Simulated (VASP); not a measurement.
Wanted: the native input for a VASP 6.6.1 run.

```yaml
Task: single point
Functional: PBE
Potentials_or_basis: VASP PAW PBE potentials, release 64 (Na_pv, F)
Cutoff: 600 eV
k_mesh: 6 × 6 × 6
Occupations: gaussian, width 0.01 eV
Spin: no spin polarisation
Dipole_correction: no
Further_INCAR_settings: ALGO = Normal; EDIFF = 1e-06; NBANDS = 14
```

The structure of NaF (Villiaumite) lies in POSCAR:

```
NaF
1.0
    3.2809750000      0.0000000000      0.0000000000
    1.6404875000      2.8414076992      0.0000000000
    1.6404875000      0.9471358997      2.6789048696
Na F
1 1
Direct
    0.0000000000      0.0000000000      0.0000000000
    0.5000000000      0.5000000000      0.5000000000
```

The input as run:

INCAR

```
SYSTEM = NaF
PREC = Accurate ; ENCUT = 600
EDIFF = 1E-6 ; ISMEAR = 0
SIGMA = 0.01 ; LREAL = .False.
LASPH = .True. ; NELM = 120
ALGO = Normal ; ISIF = 2
LWAVE = .False. ; LCHARG = .False.
GGA = PE ; NBANDS = 14
GGA_COMPAT = .False.
```

KPOINTS

```
Automatic mesh
0
Gamma
  6 6 6
  0 0 0
```

Potentials or basis: VASP PAW PBE potentials, release 64 (Na_pv, F).

The run is started by

```sh
$ cat potpaw_PBE.64/Na_pv/POTCAR potpaw_PBE.64/F/POTCAR > POTCAR
$ mpirun -np 1 vasp_std > vasp.out
```

Results of the run:

```
Pressure               : 1.7 GPa
Band gap on the k mesh : 6.28 eV, direct
```

Run time: 3.7 s on 1 thread of Intel(R) Xeon(R) 6975P-C (Granite Rapids), on a shared host, peak memory 0.14 GiB.
